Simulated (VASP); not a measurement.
# Hg (P6_3/mmc) in VASP: single point with r2SCAN

Aim: the single point of Hg with r2SCAN.

Everything below comes from runs of VASP 6.6.1. Logs are shortened: lines on timing, memory, paths and dates and some standing lists are left out, and cuts for length are marked.

## Step 1: The cell of the first run

It takes space group P6_3/mmc (No. 194, hexagonal). The conventional cell has a = 3.458 Å, b = 3.458 Å, c = 5.426 Å, α = 90.00°, β = 90.00°, γ = 120.00°. Within 4.4 Å of Hg (site symmetry -6m2) lie 12 Hg at 3.37 to 3.46 Å.

## Step 2: Single point, r2SCAN

POSCAR reads:

```
Hg
1.0
    3.4578119025      0.0000000000      0.0000000000
   -1.7289059513      2.9945529491      0.0000000000
    0.0000000000      0.0000000000      5.4262160442
Hg
2
Direct
    0.6666666667      0.3333333333      0.7500000000
    0.3333333333      0.6666666667      0.2500000000
```

INCAR.step1 reads:

```
PREC = Accurate
ENCUT = 520
ISMEAR = 0
SIGMA = 0.1
LREAL = F
LASPH = T
NELM = 100
NBANDS = 19
GGA = PE
ALGO = Normal
EDIFF = 1E-4
LWAVE = T
LCHARG = F
```

INCAR.step2 reads:

```
PREC = Accurate
ENCUT = 520
EDIFF = 1E-7
ISMEAR = 0
SIGMA = 0.1
LREAL = F
LASPH = T
NELM = 100
ALGO = Normal
ISIF = 2
LWAVE = F
LCHARG = T
METAGGA = R2SCAN
LMIXTAU = T
LELF = T
LVHAR = T
NBANDS = 19
ISTART = 1
```

KPOINTS reads:

```
Automatic mesh
0
Gamma
  18 18 10
```

Potentials or basis: VASP PAW PBE potentials, release 64 (Hg).

On the command line:

```sh
$ cat potpaw_PBE.64/Hg/POTCAR > POTCAR
$ cp INCAR.step1 INCAR
$ mpirun -np 1 vasp_std > vasp.out
$ cp INCAR.step2 INCAR
$ mpirun -np 1 vasp_std > vasp.out
```

OUTCAR:

```text
PREC = Accurate
   ENCUT = 520
   EDIFF = 1E-7
   ISMEAR = 0
   LREAL = F
   LASPH = T
   NELM = 100
   ISIF = 2
   METAGGA = R2SCAN
   ISTART = 1

 ion  position               nearest neighbor table
   1  0.667  0.333  0.750-   2 3.37   2 3.37   2 3.37   2 3.37   2 3.37   2 3.37
   2  0.333  0.667  0.250-   1 3.37   1 3.37   1 3.37   1 3.37   1 3.37   1 3.37

  LATTYP: Found a hexagonal cell.
 ALAT       =     3.4578119025
 C/A-ratio  =     1.5692629319

  Lattice vectors:

 A1 = (   3.4578119025,   0.0000000000,   0.0000000000)
 A2 = (  -1.7289059513,   2.9945529491,   0.0000000000)
 A3 = (   0.0000000000,   0.0000000000,   5.4262160442)

Analysis of symmetry for initial positions (statically):
=====================================================================
 Subroutine PRICEL returns:
 Original cell was already a primitive cell.

 Routine SETGRP: Setting up the symmetry group for a
 hexagonal supercell.

 Subroutine GETGRP returns: Found 24 space group operations
 (whereof 12 operations were pure point group operations)
 out of a pool of 24 trial point group operations.

The static configuration has the point symmetry D_3d.
 The point group associated with its full space group is D_6h.

Analysis of symmetry for dynamics (positions and initial velocities):
=====================================================================
 Subroutine PRICEL returns:
 Original cell was already a primitive cell.

 Routine SETGRP: Setting up the symmetry group for a
 hexagonal supercell.

 Subroutine GETGRP returns: Found 24 space group operations
 (whereof 12 operations were pure point group operations)
 out of a pool of 24 trial point group operations.

The dynamic configuration has the point symmetry D_3d.
 The point group associated with its full space group is D_6h.

 Subroutine INISYM returns: Found 24 space group operations
 (whereof 12 operations are pure point group operations),
 and found     1 'primitive' translations

----------------------------------------------------------------------------------------

                                     Primitive cell

  volume of cell :      56.1863

  direct lattice vectors                    reciprocal lattice vectors
     3.457811903  0.000000000  0.000000000     0.289200231  0.166969831  0.000000000
    -1.728905951  2.994552949  0.000000000     0.000000000  0.333939662  0.000000000
     0.000000000  0.000000000  5.426216044     0.000000000  0.000000000  0.184290487

  length of vectors
     3.457811903  3.457811903  5.426216044     0.333939662  0.333939662  0.184290487

  position of ions in fractional coordinates (direct lattice)
     0.666666667  0.333333333  0.750000000
     0.333333333  0.666666667  0.250000000

  ion indices of the primitive-cell ions
   primitive index   ion index
                 1           1
                 2           2

----------------------------------------------------------------------------------------

 KPOINTS: Automatic mesh

Automatic generation of k-mesh.
 Grid dimensions read from file:
 generate k-points for:   18   18   10

 Generating k-lattice:

  Cartesian coordinates                     Fractional coordinates (reciprocal lattice)
     0.016066679  0.009276102  0.000000000     0.055555556  0.000000000  0.000000000
     0.000000000  0.018552203  0.000000000     0.000000000  0.055555556  0.000000000
     0.000000000  0.000000000  0.018429049     0.000000000  0.000000000  0.100000000

  Length of vectors
     0.018552203  0.018552203  0.018429049

  Shift w.r.t. Gamma in fractional coordinates (k-lattice)
     0.000000000  0.000000000  0.000000000

 Subroutine IBZKPT returns following result:
 ===========================================

 Found    222 irreducible k-points:

 Following reciprocal coordinates:
            Coordinates               Weight
  0.000000  0.000000  0.000000      1.000000
  0.055556  0.000000  0.000000      6.000000
  0.111111  0.000000  0.000000      6.000000
  0.166667  0.000000  0.000000      6.000000
  0.222222  0.000000  0.000000      6.000000
  0.277778  0.000000  0.000000      6.000000
[... 16 lines left out ...]
  0.333333  0.111111  0.000000     12.000000
  0.388889  0.111111  0.000000     12.000000
 [... further k-points ...]
   k-points           NKPTS =    222   k-points in BZ     NKDIM =    222   number of bands    NBANDS=     19
   number of dos      NEDOS =    301   number of ions     NIONS =      2
   total plane-waves  NPLWV =  31360
   dimension x,y,z NGX =    28 NGY =   28 NGZ =   40
   dimension x,y,z NGXF=    56 NGYF=   56 NGZF=   80
   ions per type =               2
   NGX,Y,Z   is equivalent  to a cutoff of  13.46, 13.46, 12.26 a.u.
   NGXF,Y,Z  is equivalent  to a cutoff of  26.92, 26.92, 24.51 a.u.
 SYSTEM =  unknown system
   PREC   = accura    normal or accurate (medium, high low for compatibility)
   ISTART =      1    job   : 0-new  1-cont  2-samecut
   ICHARG =      0    charge: 1-file 2-atom 10-const
   ISPIN  =      1    spin polarized calculation?
   LNONCOLLINEAR =      F non collinear calculations
   LSORBIT =      F    spin-orbit coupling
   LASPH  =      T    aspherical Exc in radial PAW
   ENCUT  =  520.0 eV  38.22 Ry    6.18 a.u.   6.43  6.43 10.09*2*pi/ulx,y,z
   NELM   =    100;   NELMIN=  2; NELMDL=  0     # of ELM steps
   EDIFF  = 0.1E-06   stopping-criterion for ELM
   LREAL  =      F    real-space projection
   EDIFFG = 0.1E-05   stopping-criterion for IOM
   NSW    =      0    number of steps for IOM
   IBRION =     -1    ionic relax: 0-MD 1-quasi-New 2-CG
   NFREE  =      0    steps in history (QN), initial steepest desc. (CG)
   ISIF   =      2    stress and relaxation
   ISYM   =      2    0-nonsym 1-usesym 2-fastsym
   POTIM  = 0.5000    time-step for ionic-motion
   TEBEG  =    0.0;   TEEND  =   0.0 temperature during run
   PSTRESS=    0.0 pullay stress
   NELECT =      24.0000    total number of electrons
   NUPDOWN=      -1.0000    fix difference up-down
   EMIN   =  10.00;   EMAX   =-10.00  energy-range for DOS
   EFERMI =   0.00;   METHOD = LEGACY
   ISMEAR =     0;   SIGMA  =   0.10  broadening in eV -4-tet -1-fermi 0-gaus
   EFERMI_NEDOS =   21; number of points for ismear=-14 and -15
   IALGO  =     38    algorithm
   IMIX   =      4    mixing-type and parameters
     AMIX     =   0.40;   BMIX     =  1.00
     AMIX_MAG =   1.60;   BMIX_MAG =  1.00
  volume/ion in A,a.u.               =      28.09       189.58
  Fermi-wavevector in a.u.,A,eV,Ry     =   1.232921  2.329882 20.682123  1.520093
  Thomas-Fermi vector in A             =   2.367671
   LORBIT       =      0    0 simple, 1 ext, 2 COOP (PROOUT), +10 PAW based schemes
   METAGGA = R2SCAN    functional components
   LHFCALC =     F    Hartree Fock is set to
   AEXX    =    0.0000 exact exchange contribution
   IVDW    =     0    specifies the selected vdW correction
   LEPSILON=     F    determine dielectric tensor
   LRPA    =     F    only Hartree local field effects (RPA)
 non-spin polarized calculation
 Gauss-broadening in eV      SIGMA  =   0.10
  energy-cutoff  :      520.00
  volume of cell :       56.19
 maximum number of plane-waves:      1540
 NGX is ok and might be reduce to    28
   NGX = 13   NGY = 13   NGZ = 21

 number of electron      24.0000001 magnetization

 Free energy of the ion-electron system (eV)
  ---------------------------------------------------
  ext. energy  EPLUGINS =         0.00000000
  ---------------------------------------------------
  free energy    TOTEN  =       -98.72629790 eV

  energy without entropy =      -98.72577231  energy(sigma->0) =      -98.72603511

 E-fermi :   0.9736     XC(G=0): -10.4227

 val. band max:        0.9615554565   @ k =   0.2222   0.2222   0.0000
 cond. band min:       1.0891565324   @ k =   0.0556   0.0556   0.0000
 fundamental gap:      0.1276010759
 Fermi energy:         0.9736445126

 k-point     1 :       0.0000    0.0000    0.0000
  band No.  band energies     occupation
      1      -6.5330      2.00000
      2      -6.0719      2.00000
      3      -5.4306      2.00000
      4      -5.4306      2.00000
      5      -5.4142      2.00000
      6      -5.3259      2.00000
[... 11 lines left out ...]
     18      14.6313      0.00000
     19      15.4102      0.00000

 k-point     2 :       0.0556    0.0000    0.0000
  band No.  band energies     occupation
      1      -6.4744      2.00000
      2      -6.0475      2.00000
      3      -5.4720      2.00000
      4      -5.4103      2.00000
      5      -5.3686      2.00000
      6      -5.3294      2.00000
[... 11 lines left out ...]
     18      15.2560      0.00000
     19      15.7604      0.00000

 k-point     3 :       0.1111    0.0000    0.0000
  band No.  band energies     occupation
      1      -6.3072      2.00000
      2      -5.9834      2.00000
      3      -5.5132      2.00000
      4      -5.3513      2.00000
      5      -5.3450      2.00000
      6      -5.3172      2.00000
[... 11 lines left out ...]
     18      15.2385      0.00000
     19      15.7402      0.00000

 k-point     4 :       0.1667    0.0000    0.0000
  band No.  band energies     occupation
      1      -6.0722      2.00000
      2      -5.9116      2.00000
      3      -5.5203      2.00000
      4      -5.3878      2.00000
      5      -5.3472      2.00000
      6      -5.3425      2.00000
[... 407 lines left out ...]
     18      12.0451      0.00000
     19      13.4901      0.00000

 k-point    23 :       0.3333    0.1111    0.0000
  band No.  band energies     occupation
      1      -5.9418      2.00000
      2      -5.8142      2.00000
      3      -5.7676      2.00000
      4      -5.5149      2.00000
      5      -5.2099      2.00000
      6      -5.1827      2.00000
[... 11 lines left out ...]
     18      11.6748      0.00000
     19      13.2059      0.00000

 k-point    24 :       0.3889    0.1111    0.0000
  band No.  band energies     occupation
      1      -5.9740      2.00000
      2      -5.8671      2.00000
      3      -5.7841      2.00000
      4      -5.5279      2.00000
      5      -5.2098      2.00000
      6      -5.1682      2.00000
[... 11 lines left out ...]
     18      11.4420      0.00000
     19      13.0353      0.00000

 [... further k-points ...]

------------------------ aborting loop because EDIFF is reached ----------------------------------------

  FORCE on cell =-STRESS in cart. coord.  units (eV):
  Direction    XX          YY          ZZ          XY          YZ          ZX
  --------------------------------------------------------------------------------------
  -------------------------------------------------------------------------------------
  Total        0.0471369      0.0471369      0.0458357     -0.0000000     -0.0000000      0.0000000
  in kB        1.3441295      1.3441295      1.3070245     -0.0000000     -0.0000000      0.0000000
  external PRESSURE =       1.3317612 kB  Pullay stress =       0.0000000 kB

 VOLUME and BASIS-vectors are now :
 -----------------------------------------------------------------------------
  energy-cutoff  :      520.00
  volume of cell :       56.19
      direct lattice vectors                 reciprocal lattice vectors
     3.457811903  0.000000000  0.000000000     0.289200231  0.166969831  0.000000000
    -1.728905951  2.994552949  0.000000000     0.000000000  0.333939662  0.000000000
     0.000000000  0.000000000  5.426216044     0.000000000  0.000000000  0.184290487

 POSITION                                       TOTAL-FORCE (eV/Angst)
 -----------------------------------------------------------------------------------
      1.72891      0.99818      4.06966         0.000000      0.000000      0.000000
     -0.00000      1.99637      1.35655         0.000000     -0.000000      0.000000
 -----------------------------------------------------------------------------------
    total drift:                               -0.000000      0.000000     -0.000000

  FREE ENERGIE OF THE ION-ELECTRON SYSTEM (eV)
  ---------------------------------------------------
  free  energy   TOTEN  =       -98.7262979035 eV

  energy  without entropy=      -98.7257723099  energy(sigma->0) =      -98.72603511
```

Wall time 18 min (1 thread of Intel Xeon 8259CL, shared host); peak memory 0.33 GiB.

What came out:

```
Free energy            : -98.7263 eV
Pressure               : 0.1 GPa
Band gap on the k mesh : zero (bands 12 and 13 overlap by 0.16 eV)
```

Levels at points of the mesh, in eV from the Fermi level:
```csv
k point,band 8,band 9,band 10,band 11,band 12,band 13,band 14,band 15,band 16,band 17
"(0.00, 0.00, 0.00)",-6.24,-6.24,-5.68,-5.68,-1.23,-0.18,11.41,11.41,13.33,13.66
"(0.50, 0.00, 0.00)",-5.69,-5.61,-5.58,-2.37,-1.68,2.79,3.70,4.51,6.84,7.31
"(0.00, 0.00, 0.50)",-5.84,-5.84,-5.84,-5.66,-5.66,7.13,7.13,12.46,12.46,12.46
"(0.50, 0.00, 0.50)",-5.66,-5.64,-5.64,-1.19,-1.19,0.47,0.47,8.83,8.83,9.86
```

Caveat: the PAW data sets were made with another functional, which shifts forces and pressure a little; spin-orbit coupling is left out, which moves the levels of the heavy elements.
